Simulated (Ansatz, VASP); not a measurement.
**Se: VASP beside Ansatz**

File INCAR:

```
SYSTEM = Se
PREC = Accurate
ENCUT = 520
EDIFF = 1E-7
ISMEAR = 0
SIGMA = 0.028999999999999998
LREAL = .FALSE.
LASPH = .TRUE.
NELM = 100
ALGO = Normal
ISIF = 2
LWAVE = .FALSE.
LCHARG = .TRUE.
GGA = PE
LELF = .TRUE.
LVHAR = .TRUE.
NBANDS = 16
```

KPOINTS

```
Automatic mesh
0
G
  7 7 6
  0 0 0
```

Contents of POSCAR:

```
Se
1.0
    4.3662000000      0.0000000000      0.0000000000
   -2.1831000000      3.7812401180      0.0000000000
    0.0000000000      0.0000000000      4.9536000000
Se
3
Direct
    0.7746000000      0.7746000000      0.0000000000
    0.0000000000      0.2254000000      0.6666666667
    0.2254000000      0.0000000000      0.3333333333
```

input.yaml

```yaml
crystal:
  lattice:
    - [4.3662, 0.0, 0.0]
    - [-2.1831, 3.781240118, 0.0]
    - [0.0, 0.0, 4.9536]
  atoms:
    - { symbol: Se, position: [0.7746, 0.7746, 0.0] }
    - { symbol: Se, position: [0.0, 0.2254, 0.6666666667] }
    - { symbol: Se, position: [0.2254, 0.0, 0.3333333333] }
hamiltonian:
  xc: pbe
  pseudopotentials: { kind: paw }
kpoints:
  mp_grid: { grid: [7, 7, 6] }
scf:
  occupations: { method: gaussian, width: 0.029 }
output:
  forces: true
  stress: true
  eigenvalues: true
```

Alike in both runs: task single point; functional PBE; k mesh 7 × 7 × 6; occupations gaussian, width 0.029 eV; no spin polarisation.

|  | VASP | Ansatz |
| --- | --- | --- |
| version | VASP 6.6.1 | Ansatz 0.2.0 |
| potentials or method | VASP PAW PBE potentials, release 64 (Se) | Ansatz PAW |
| plane-wave cutoff (eV) | 520 | 420 |
| valence electrons in the cell | 18 | 48 |

```csv
,VASP,Ansatz,Ansatz less VASP
gap on the k mesh at the Fermi level (eV),1.21,1.21,0.000
least direct gap on the mesh (eV),1.47,1.48,+0.012
pressure (GPa),2.9,2.8,-0.13
"traceless stress, the component that is largest in VASP (GPa)",1.22,1.18,-0.044
rms of the force components (eV/Å),0.250,0.232,-0.0186
```

Atom by atom the forces differ by 0.019 eV/Å (rms over components). With one functional, cell and mesh, what is left measures potentials, basis and numerics. VASP's potentials hold 18 valence electrons a cell and Ansatz's 48, so a difference there can come from the potentials and not from the codes.

Noted on Ansatz's run: odd divisions of the mesh miss points on the zone boundary, where band edges often lie, so the gap on the mesh can be too wide.
